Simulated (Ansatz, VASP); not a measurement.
**In2O in VASP and in Ansatz**

File INCAR:

```
ALGO = Normal
EDIFF = 1E-8
ENCUT = 520
ISIF = 2
ISMEAR = -1
LASPH = True
LCHARG = False
LEFG = True
LREAL = False
LWAVE = False
NBANDS = 41
NELM = 60
PREC = Accurate
SIGMA = 0.15
```

KPOINTS

```
k-points
0
Gamma
  12 12 4
```

The input POSCAR:

```
In2O
1.0
    3.3082231474      0.0000000000      0.0000000000
   -1.6541115737      2.8650052870      0.0000000000
    0.0000000000      0.0000000000     12.3299693048
In O
4 2
Direct
    0.0000000000      0.0000000000      0.3829938136
    0.0000000000      0.0000000000      0.6170061864
    0.6666666667      0.3333333333      0.1141025479
    0.3333333333      0.6666666667      0.8858974521
    0.6666666667      0.3333333333      0.3024534100
    0.3333333333      0.6666666667      0.6975465900
```

Input for Ansatz:

```yaml
crystal:
  lattice:
    - [3.3082231474, 0.0, 0.0]
    - [-1.6541115737, 2.865005287, 0.0]
    - [0.0, 0.0, 12.3299693048]
  atoms:
    - { symbol: In, position: [0.0, 0.0, 0.3829938136] }
    - { symbol: In, position: [0.0, 0.0, 0.6170061864] }
    - { symbol: In, position: [0.6666666667, 0.3333333333, 0.1141025479] }
    - { symbol: In, position: [0.3333333333, 0.6666666667, 0.8858974521] }
    - { symbol: O, position: [0.6666666667, 0.3333333333, 0.30245341] }
    - { symbol: O, position: [0.3333333333, 0.6666666667, 0.69754659] }
basis:
  ecutwfc: 420
kpoints:
  mp_grid: { grid: [12, 12, 4] }
hamiltonian:
  xc: lda
scf:
  occupations: { method: fermi_dirac, width: 0.15 }
output:
  forces: true
  stress: true
  eigenvalues: true
  efg: {}
checkpoint:
  read: start.run
  write: ck
  compress: false
  write_wavefunctions: false
  write_every: 100000
```

Alike in both runs: task electric field gradients; functional LDA; k mesh 12 × 12 × 4; occupations fermi-dirac, width 0.15 eV; no spin polarisation.

|  | VASP | Ansatz |
| --- | --- | --- |
| version | VASP 6.6.1 | Ansatz 0.2.0 |
| potentials or method | VASP PAW LDA potentials, release 64 (In_d, O), cutoff 520 eV | scalar-relativistic, plane waves, PAW |
| valence electrons in the cell | 64 | 64 |

```tsv
	VASP	Ansatz	Ansatz less VASP
gap on the k mesh at the Fermi level (eV)	none	none	-
pressure (GPa)	0.2	0.0	-0.20
rms of the force components (eV/Å)	0.021	0.000	-0.0207
size of Vzz on the site where it differs most (V/Å²)	42.1	38.6	-3.51
```

LDA's correlation is that of Perdew and Zunger in VASP and of Perdew and Wang (1992) in Ansatz. Atom by atom the forces differ by 0.021 eV/Å (rms over components). A gap of «none» marks a metal or a gap that the smearing closes.
